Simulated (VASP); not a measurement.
Input of a VASP 6.6.1 run:

INCAR

```
PREC = Accurate ; ENCUT = 600
EDIFF = 1E-6 ; ISMEAR = 0
SIGMA = 0.05 ; LREAL = False
LASPH = True ; NELM = 120
ALGO = Normal ; ISIF = 2
LWAVE = False ; LCHARG = False
NBANDS = 11 ; GGA_COMPAT = False
```

Contents of KPOINTS:

```
regular mesh
0
Gamma
  12 12 12
```

File POSCAR:

```
BN
1.0
    1.2511217832      0.7223354983      3.3729344033
   -1.2511217832      0.7223354983      3.3729344033
    0.0000000000     -1.4446709967      3.3729344033
B N
1 1
Direct
    0.9197429298      1.0795994702      0.9996712000
    0.3327618000      0.3327618000      0.3327618000
```

Potentials or basis: VASP PAW LDA potentials, release 64 (B, N).

The run is started by

```sh
$ cat potpaw_LDA.64/B/POTCAR potpaw_LDA.64/N/POTCAR > POTCAR
$ mpirun -np 1 vasp_std > vasp.out
```

What does it give for the band gap on the k mesh?

2.23 eV, indirect (least direct gap 3.87 eV).

Predict the largest force.

8.908 eV/Å.

Stress tensor (GPa, compression positive):
```
23.05 26.45  0.03
26.45 11.72  0.07
 0.03  0.07 -1.18
```

Caveat: the cell differs from its parent crystal (atom 1 (B) moved by (-0.200, +0.000) A along x and z); forces of over 1 eV/Å act on the atoms, so gaps and moduli don't describe the material at rest. A k mesh can miss the band edges.
